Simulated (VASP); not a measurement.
# W (Im-3m) in VASP: further runs

Runs on W. Level: PBE. Tasks: single point.

Program: VASP 6.6.1. These are calculated values, not measurements. Logs are shortened: lines on timing, memory, paths and dates and some standing lists are left out, and cuts for length are marked.

## (1) The cell of the first run

It takes space group Im-3m (No. 229, cubic). The conventional cell has a = 3.160 Å, b = 3.160 Å, c = 3.160 Å, α = 90.00°, β = 90.00°, γ = 90.00°. W (site symmetry m-3m) has 14 W at 2.74 to 3.16 Å within 3.6 Å.

## (2) Single point, PBE

Input file INCAR:

```
PREC = Accurate
ENCUT = 520
EDIFF = 1E-6
ISMEAR = 0
SIGMA = 0.05
LREAL = False
LASPH = True
NELM = 100
ALGO = Normal
ISIF = 2
LWAVE = False
LCHARG = False
GGA = PE
NBANDS = 13
```

Input file KPOINTS:

```
regular mesh
0
Gamma
  18 18 18
```

Input file POSCAR:

```
W
1.0
   -1.5800000000      1.5800000000      1.5800000000
    1.5800000000     -1.5800000000      1.5800000000
    1.5800000000      1.5800000000     -1.5800000000
W
1
Direct
    0.0000000000      0.0000000000      0.0000000000
```

Potentials or basis: VASP PAW PBE potentials, release 64 (W_sv).

The run is started by

```sh
cat potpaw_PBE.64/W_sv/POTCAR > POTCAR
mpirun -np 1 vasp_std > vasp.out
```

OUTCAR:

```text
PREC = Accurate
   ENCUT = 520
   EDIFF = 1E-6
   ISMEAR = 0
   LREAL = False
   LASPH = True
   NELM = 100
   ISIF = 2
   GGA = PE

 ion  position               nearest neighbor table
   1  0.000  0.000  0.000-

  LATTYP: Found a body centered cubic cell.
 ALAT       =     3.1600000000

  Lattice vectors:

 A1 = (  -1.5800000000,   1.5800000000,   1.5800000000)
 A2 = (   1.5800000000,  -1.5800000000,   1.5800000000)
 A3 = (   1.5800000000,   1.5800000000,  -1.5800000000)

Analysis of symmetry for initial positions (statically):
=====================================================================
 Subroutine PRICEL returns:
 Original cell was already a primitive cell.

 Routine SETGRP: Setting up the symmetry group for a
 body centered cubic supercell.

 Subroutine GETGRP returns: Found 48 space group operations
 (whereof 48 operations were pure point group operations)
 out of a pool of 48 trial point group operations.

The static configuration has the point symmetry O_h .

Analysis of symmetry for dynamics (positions and initial velocities):
=====================================================================
 Subroutine PRICEL returns:
 Original cell was already a primitive cell.

 Routine SETGRP: Setting up the symmetry group for a
 body centered cubic supercell.

 Subroutine GETGRP returns: Found 48 space group operations
 (whereof 48 operations were pure point group operations)
 out of a pool of 48 trial point group operations.

The dynamic configuration has the point symmetry O_h .

 Subroutine INISYM returns: Found 48 space group operations
 (whereof 48 operations are pure point group operations),
 and found     1 'primitive' translations

----------------------------------------------------------------------------------------

                                     Primitive cell

  volume of cell :      15.7772

  direct lattice vectors                    reciprocal lattice vectors
    -1.580000000  1.580000000  1.580000000     0.000000000  0.316455696  0.316455696
     1.580000000 -1.580000000  1.580000000     0.316455696  0.000000000  0.316455696
     1.580000000  1.580000000 -1.580000000     0.316455696  0.316455696  0.000000000

  length of vectors
     2.736640276  2.736640276  2.736640276     0.447535937  0.447535937  0.447535937

  position of ions in fractional coordinates (direct lattice)
     0.000000000  0.000000000  0.000000000

  ion indices of the primitive-cell ions
   primitive index   ion index
                 1           1

----------------------------------------------------------------------------------------

 KPOINTS: regular mesh

Automatic generation of k-mesh.
 Grid dimensions read from file:
 generate k-points for:   18   18   18

 Generating k-lattice:

  Cartesian coordinates                     Fractional coordinates (reciprocal lattice)
     0.000000000  0.017580872  0.017580872     0.055555556  0.000000000  0.000000000
     0.017580872  0.000000000  0.017580872     0.000000000  0.055555556  0.000000000
     0.017580872  0.017580872  0.000000000     0.000000000  0.000000000  0.055555556

  Length of vectors
     0.024863108  0.024863108  0.024863108

  Shift w.r.t. Gamma in fractional coordinates (k-lattice)
     0.000000000  0.000000000  0.000000000

 Subroutine IBZKPT returns following result:
 ===========================================

 Found    195 irreducible k-points:

 Following reciprocal coordinates:
            Coordinates               Weight
  0.000000  0.000000  0.000000      1.000000
  0.055556  0.000000  0.000000     12.000000
  0.111111  0.000000  0.000000     12.000000
  0.166667  0.000000  0.000000     12.000000
  0.222222  0.000000  0.000000     12.000000
  0.277778  0.000000  0.000000     12.000000
[... 16 lines left out ...]
  0.333333  0.111111 -0.000000     48.000000
  0.388889  0.111111  0.000000     48.000000
 [... further k-points ...]
   k-points           NKPTS =    195   k-points in BZ     NKDIM =    195   number of bands    NBANDS=     13
   number of dos      NEDOS =    301   number of ions     NIONS =      1
   total plane-waves  NPLWV =   8000
   dimension x,y,z NGX =    20 NGY =   20 NGZ =   20
   dimension x,y,z NGXF=    40 NGYF=   40 NGZF=   40
   ions per type =               1
   NGX,Y,Z   is equivalent  to a cutoff of  12.15, 12.15, 12.15 a.u.
   NGXF,Y,Z  is equivalent  to a cutoff of  24.30, 24.30, 24.30 a.u.
 SYSTEM =  unknown system
   PREC   = accura    normal or accurate (medium, high low for compatibility)
   ISTART =      0    job   : 0-new  1-cont  2-samecut
   ICHARG =      2    charge: 1-file 2-atom 10-const
   ISPIN  =      1    spin polarized calculation?
   LNONCOLLINEAR =      F non collinear calculations
   LSORBIT =      F    spin-orbit coupling
   LASPH  =      T    aspherical Exc in radial PAW
   ENCUT  =  520.0 eV  38.22 Ry    6.18 a.u.   5.09  5.09  5.09*2*pi/ulx,y,z
   NELM   =    100;   NELMIN=  2; NELMDL= -5     # of ELM steps
   EDIFF  = 0.1E-05   stopping-criterion for ELM
   LREAL  =      F    real-space projection
   EDIFFG = 0.1E-04   stopping-criterion for IOM
   NSW    =      0    number of steps for IOM
   IBRION =     -1    ionic relax: 0-MD 1-quasi-New 2-CG
   NFREE  =      0    steps in history (QN), initial steepest desc. (CG)
   ISIF   =      2    stress and relaxation
   ISYM   =      2    0-nonsym 1-usesym 2-fastsym
   POTIM  = 0.5000    time-step for ionic-motion
   TEBEG  =    0.0;   TEEND  =   0.0 temperature during run
   PSTRESS=    0.0 pullay stress
   NELECT =      14.0000    total number of electrons
   NUPDOWN=      -1.0000    fix difference up-down
   EMIN   =  10.00;   EMAX   =-10.00  energy-range for DOS
   EFERMI =   0.00;   METHOD = LEGACY
   ISMEAR =     0;   SIGMA  =   0.05  broadening in eV -4-tet -1-fermi 0-gaus
   EFERMI_NEDOS =   21; number of points for ismear=-14 and -15
   IALGO  =     38    algorithm
   IMIX   =      4    mixing-type and parameters
     AMIX     =   0.40;   BMIX     =  1.00
     AMIX_MAG =   1.60;   BMIX_MAG =  1.00
  volume/ion in A,a.u.               =      15.78       106.47
  Fermi-wavevector in a.u.,A,eV,Ry     =   1.573163  2.972847 33.672273  2.474842
  Thomas-Fermi vector in A             =   2.674489
   LORBIT       =      0    0 simple, 1 ext, 2 COOP (PROOUT), +10 PAW based schemes
   GGA     = PE    functional components
   LHFCALC =     F    Hartree Fock is set to
   AEXX    =    0.0000 exact exchange contribution
   IVDW    =     0    specifies the selected vdW correction
   LEPSILON=     F    determine dielectric tensor
   LRPA    =     F    only Hartree local field effects (RPA)
 non-spin polarized calculation
 Gauss-broadening in eV      SIGMA  =   0.05
  energy-cutoff  :      520.00
  volume of cell :       15.78
 maximum number of plane-waves:       438
   NGX = 11   NGY = 11   NGZ = 11

 number of electron      14.0000004 magnetization

 Free energy of the ion-electron system (eV)
  ---------------------------------------------------
  ext. energy  EPLUGINS =         0.00000000
  ---------------------------------------------------
  free energy    TOTEN  =       -12.94060874 eV

  energy without entropy =      -12.93966988  energy(sigma->0) =      -12.94013931

 E-fermi :  11.5060     XC(G=0): -13.6670

 val. band max:       11.5058466998   @ k =  -0.2778   0.3333   0.2222
 cond. band min:      11.5198935399   @ k =   0.5000   0.5000   0.2222
 fundamental gap:      0.0140468401
 Fermi energy:        11.5060185740

 k-point     1 :       0.0000    0.0000    0.0000
  band No.  band energies     occupation
      1     -62.6612      2.00000
      2     -26.2164      2.00000
      3     -26.2164      2.00000
      4     -26.2164      2.00000
      5       1.8484      2.00000
      6      10.2770      2.00000
      7      10.2770      2.00000
      8      10.2770      2.00000
      9      13.7866      0.00000
     10      13.7867      0.00000
     11      26.0394      0.00000
     12      26.0394      0.00000
     13      26.0394      0.00000

 k-point     2 :       0.0556    0.0000    0.0000
  band No.  band energies     occupation
      1     -62.6571      2.00000
      2     -26.2592      2.00000
      3     -26.2297      2.00000
      4     -26.2166      2.00000
      5       1.9993      2.00000
      6      10.1846      2.00000
      7      10.2565      2.00000
      8      10.4225      2.00000
      9      13.6365      0.00000
     10      13.7872      0.00000
     11      26.1697      0.00000
     12      26.2958      0.00000
     13      26.4145      0.00000

 k-point     3 :       0.1111    0.0000    0.0000
  band No.  band energies     occupation
      1     -62.6453      2.00000
      2     -26.3810      2.00000
      3     -26.2678      2.00000
      4     -26.2172      2.00000
      5       2.4349      2.00000
      6       9.9292      2.00000
      7      10.1673      2.00000
      8      10.8538      2.00000
      9      13.3158      0.00000
     10      13.7964      0.00000
     11      26.4979      0.00000
     12      27.0414      0.00000
     13      27.3730      0.00000

 k-point     4 :       0.1667    0.0000    0.0000
  band No.  band energies     occupation
      1     -62.6271      2.00000
      2     -26.5641      2.00000
      3     -26.3258      2.00000
      4     -26.2182      2.00000
      5       3.1003      2.00000
      6       9.5653      2.00000
      7       9.9662      2.00000
      8      11.5565      0.15332
      9      13.0816      0.00000
     10      13.8325      0.00000
     11      26.7913      0.00000
     12      28.2164      0.00000
     13      28.4077      0.00000

 k-point     5 :       0.2222    0.0000    0.0000
  band No.  band energies     occupation
      1     -62.6048      2.00000
      2     -26.7829      2.00000
      3     -26.3961      2.00000
      4     -26.2194      2.00000
      5       3.8883      2.00000
      6       9.1562      2.00000
      7       9.7191      2.00000
      8      12.5047      0.00000
      9      13.0794      0.00000
     10      13.9147      0.00000
     11      26.6270      0.00000
     12      28.5620      0.00000
     13      29.7472      0.00000
[... 257 lines left out ...]
 k-point    22 :       0.2778    0.1111    0.0000
  band No.  band energies     occupation
      1     -62.5526      2.00000
      2     -27.2147      2.00000
      3     -26.5649      2.00000
      4     -26.2777      2.00000
      5       5.4970      2.00000
      6       8.4516      2.00000
      7       9.5242      2.00000
      8      13.1841      0.00000
      9      14.5225      0.00000
     10      15.6249      0.00000
     11      24.7874      0.00000
     12      26.2682      0.00000
     13      30.7360      0.00000

 k-point    23 :       0.3333    0.1111   -0.0000
  band No.  band energies     occupation
      1     -62.5353      2.00000
      2     -27.3542      2.00000
      3     -26.6327      2.00000
      4     -26.2803      2.00000
      5       5.6556      2.00000
      6       8.2193      2.00000
      7      10.1934      2.00000
      8      13.4717      0.00000
      9      14.6673      0.00000
     10      16.9327      0.00000
     11      23.5933      0.00000
     12      24.9139      0.00000
     13      29.4274      0.00000

 k-point    24 :       0.3889    0.1111    0.0000
  band No.  band energies     occupation
      1     -62.5240      2.00000
      2     -27.4438      2.00000
      3     -26.6769      2.00000
      4     -26.2818      2.00000
      5       5.6483      2.00000
      6       8.0767      2.00000
      7      10.9290      2.00000
      8      13.5578      0.00000
      9      14.8992      0.00000
     10      17.9857      0.00000
     11      22.5063      0.00000
     12      24.1059      0.00000
     13      28.4061      0.00000

 [... further k-points ...]

------------------------ aborting loop because EDIFF is reached ----------------------------------------

  FORCE on cell =-STRESS in cart. coord.  units (eV):
  Direction    XX          YY          ZZ          XY          YZ          ZX
  --------------------------------------------------------------------------------------
  -------------------------------------------------------------------------------------
  Total        0.7562105      0.7562105      0.7562105      0.0000000      0.0000000      0.0000000
  in kB       76.7930703     76.7930703     76.7930703      0.0000000      0.0000000      0.0000000
  external PRESSURE =      76.7930703 kB  Pullay stress =       0.0000000 kB

 VOLUME and BASIS-vectors are now :
 -----------------------------------------------------------------------------
  energy-cutoff  :      520.00
  volume of cell :       15.78
      direct lattice vectors                 reciprocal lattice vectors
    -1.580000000  1.580000000  1.580000000     0.000000000  0.316455696  0.316455696
     1.580000000 -1.580000000  1.580000000     0.316455696  0.000000000  0.316455696
     1.580000000  1.580000000 -1.580000000     0.316455696  0.316455696  0.000000000

 POSITION                                       TOTAL-FORCE (eV/Angst)
 -----------------------------------------------------------------------------------
      0.00000      0.00000      0.00000         0.000000      0.000000      0.000000
 -----------------------------------------------------------------------------------
    total drift:                                0.000000      0.000000      0.000000

  FREE ENERGIE OF THE ION-ELECTRON SYSTEM (eV)
  ---------------------------------------------------
  free  energy   TOTEN  =       -12.9406087381 eV

  energy  without entropy=      -12.9396698800  energy(sigma->0) =      -12.94013931
```

Wall time 34 s (1 thread of Intel Xeon 8259CL, shared host); peak memory 0.15 GiB.

What came out:

```
Free energy            : -12.9406 eV
Pressure               : 7.7 GPa
Band gap on the k mesh : zero (bands 7 and 8 overlap by 6.44 eV)
```

Caveat: the cell stands under pressure; spin-orbit coupling is left out, which moves the levels of the heavy elements.

## (3) Single point, PBE (16.52 Å³/atom)

This run uses another cell than the first one, of 16.52 Å³/atom.

Input file INCAR:

```
SYSTEM = W
ALGO     = Fast           ! electronic algorithm
EDIFF    = 1E-7           ! SCF threshold, eV
ENCUT    = 520            ! plane-wave cutoff, eV
GGA      = PE             ! functional
ISIF     = 2              ! what is computed and relaxed
ISMEAR   = 0              ! smearing method
LASPH    = .TRUE.         ! aspherical terms in the spheres
LCHARG   = .FALSE.        ! write CHGCAR
LREAL    = .FALSE.        ! projectors in reciprocal space
LWAVE    = .FALSE.        ! write WAVECAR
NBANDS   = 13             ! bands
NELM     = 60             ! most SCF steps
PREC     = Accurate       ! precision mode
SIGMA    = 0.05           ! smearing width, eV
```

Input file KPOINTS:

```
k-points
0
G
  18 18 18
  0 0 0
```

Input file POSCAR:

```
W
1.0
   -1.6044989688      1.6044989688      1.6044989688
    1.6044989688     -1.6044989688      1.6044989688
    1.6044989688      1.6044989688     -1.6044989688
W
1
Direct
    0.0000000000      0.0000000000      0.0000000000
```

Potentials or basis: VASP PAW PBE potentials, release 64 (W_sv).

The run is started by

```sh
cat potpaw_PBE.64/W_sv/POTCAR > POTCAR
mpirun -np 1 vasp_std > vasp.out
```

It took 62 s on 1 thread of Intel Xeon 8259CL, shared host; peak memory 0.17 GiB.

Results (log left out):

```yaml
Free_energy: -12.9423 eV
Pressure: -6.5 GPa
Band_gap_on_the_k_mesh: zero (bands 7 and 8 overlap by 6.03 eV)
```

Levels at points of the mesh, in eV from the Fermi level:
```
           k point  band 3  band 4  band 5  band 6  band 7  band 8  band 9  band 10  band 11  band 12
(0.00, 0.00, 0.00)  -37.85  -37.85   -9.40   -1.16   -1.16   -1.16    2.17     2.17    14.42    14.42
(0.50, 0.00, 0.00)  -38.22  -37.86   -6.01   -3.37    0.55    2.04    2.97     5.79    10.43    11.38
(0.50, 0.50, 0.50)  -38.64  -38.64   -5.51   -5.51    4.88    4.88    4.88     7.92     7.92     7.92
```

Caveat: the cell stands under tension; spin-orbit coupling is left out, which moves the levels of the heavy elements.
